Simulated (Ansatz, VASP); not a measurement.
# Two plane-wave programs on ZrB2

```
CELL_PARAMETERS angstrom
3.08350 0.00000 0.00000
-1.54175 2.67039 0.00000
0.00000 0.00000 4.11154
ATOMIC_POSITIONS crystal
Zr 0.00000 0.00000 0.00000
B 0.33333 0.66667 0.50000
B 0.66667 0.33333 0.50000
```

Alike in both runs: task single point; functional PBEsol; k mesh 18 × 18 × 12; occupations gaussian, width 0.15 eV; no spin polarisation.

|  | VASP | Ansatz |
| --- | --- | --- |
| version | VASP 6.6.1 | Ansatz 0.2.0 |
| potentials or method | VASP PAW PBE potentials, release 64 (Zr_sv, B), cutoff 520 eV | scalar-relativistic, plane waves, PAW |
| valence electrons in the cell | 18 | 18 |

|  | VASP | Ansatz | Ansatz less VASP |
| --- | --- | --- | --- |
| gap on the k mesh at the Fermi level (eV) | none | none | - |
| pressure (GPa) | -16.4 | -16.6 | -0.23 |
| traceless stress, the component that is largest in VASP (GPa) | -30.30 | -30.23 | +0.069 |

VASP's potentials were made for PBE, not for PBEsol. A gap of «none» marks a metal or a gap that the smearing closes. With one functional, cell and mesh, what is left measures potentials, basis and numerics.
